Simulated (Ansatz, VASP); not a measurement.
TiAl: VASP beside Ansatz

Contents of INCAR:

```
SYSTEM = TiAl
PREC     = Accurate       ! precision mode
ENCUT    = 520            ! plane-wave cutoff, eV
EDIFF    = 1E-6           ! SCF threshold, eV
ISMEAR   = 0              ! smearing method
SIGMA    = 0.15           ! smearing width, eV
LREAL    = .False.        ! projectors in reciprocal space
LASPH    = .True.         ! aspherical terms in the spheres
NELM     = 80             ! most SCF steps
ALGO     = Fast           ! electronic algorithm
ISIF     = 2              ! what is computed and relaxed
LWAVE    = .False.        ! write WAVECAR
LCHARG   = .False.        ! write CHGCAR
GGA      = CA             ! functional
NBANDS   = 23             ! bands
```

The input KPOINTS:

```
Automatic mesh
0
Gamma
  16 16 16
  0 0 0
```

The input POSCAR:

```
TiAl
1.0
   -2.8120068102      0.0000000000      0.0000000000
    0.0000000000      4.8705386665      0.0000000000
    1.4060034051     -2.4352693333     -4.5900455634
Ti Al
2 2
Direct
    0.5040325328      0.5040325328      0.0080650657
   -0.0040325328     -0.0040325328     -0.0080650657
    0.7500000000      0.0601326141      0.5000000000
    0.2500000000      0.6065340525      0.5000000000
```

Input for Ansatz:

```yaml
crystal:
  lattice:
    - [-2.8120068102, 0.0, 0.0]
    - [0.0, 4.8705386665, 0.0]
    - [1.4060034051, -2.4352693333, -4.5900455634]
  atoms:
    - { symbol: Ti, position: [0.5040325328, 0.5040325328, 0.0080650657] }
    - { symbol: Ti, position: [-0.0040325328, -0.0040325328, -0.0080650657] }
    - { symbol: Al, position: [0.75, 0.0601326141, 0.5] }
    - { symbol: Al, position: [0.25, 0.6065340525, 0.5] }
basis:
  ecutwfc: 520.0
kpoints:
  mp_grid: { grid: [16, 16, 16] }
hamiltonian:
  xc: lda
  pseudopotentials: { kind: paw, azcp: { folder: soft_1 } }
scf:
  occupations: { method: gaussian, width: 0.15 }
output:
  forces: true
  stress: true
  eigenvalues: true
```

Change from the starting cell: mode 6 frozen in at +0.000 Å and mode 11 at -0.113 Å (largest displacements).

Alike in both runs: task single point; functional LDA; k mesh 16 × 16 × 16; occupations gaussian, width 0.15 eV; no spin polarisation.

```csv
,VASP,Ansatz
version,VASP 6.6.1,Ansatz 0.2.0
potentials or method,"VASP PAW LDA potentials, release 64 (Ti_sv, Al), cutoff 520 eV","scalar-relativistic, plane waves, PAW"
valence electrons in the cell,30,30
```

VASP gave:

```
gap on the k mesh at the Fermi level (eV)                     : none
pressure (GPa)                                                : 1.2
traceless stress, the component that is largest in VASP (GPa) : 0.70
rms of the force components (eV/Å)                            : 0.566
```

**Question.** Which values does Ansatz return?

**Answer.** gap on the k mesh at the Fermi level (eV): none; pressure (GPa): 1.1; traceless stress, the component that is largest in VASP (GPa): 0.74; rms of the force components (eV/Å): 0.562.

Ansatz warns that its potentials were made for another functional, while VASP's fit it. LDA's correlation is that of Perdew and Zunger in VASP and of Perdew and Wang (1992) in Ansatz. Atom by atom the forces differ by 0.004 eV/Å (rms over components). A gap of «none» marks a metal or a gap that the smearing closes.
